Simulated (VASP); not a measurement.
Crystal: MgS.

```xyz
2
Lattice="0.0000 2.6527 2.6527 2.6527 0.0000 2.6527 2.6527 2.6527 0.0000" Properties=species:S:1:pos:R:3 pbc="T T T"
S     2.6527    2.6527    2.6527
Mg    0.0000    0.0000    0.0000
```

Base run:

```yaml
Program: VASP 6.6.1
Functional: HSE06
Potentials_or_basis: VASP PAW PBE potentials, release 64 (S, Mg)
Cutoff: 520 eV
k_mesh: 6 × 6 × 6
Occupations: fermi-dirac, width 0.05 eV
Spin: no spin polarisation
```

Its results: band gap on the k mesh 3.61 eV (least direct gap 4.32 eV); pressure -4.8 GPa.

Task: The run is repeated on the same cell with these changes: functional from HSE06 to PBE0; k mesh from 6 × 6 × 6 to 4 × 4 × 4. What comes out?

Result: Band gap on the k mesh 4.37 eV (least direct gap 5.08 eV); pressure -4.6 GPa.

Several settings changed at once.

Caveats: some runs use coarse meshes; the PAW data sets were made with another functional, which shifts forces and pressure a little; the cell stands under tension (at least some runs).

A k mesh can miss the band edges.
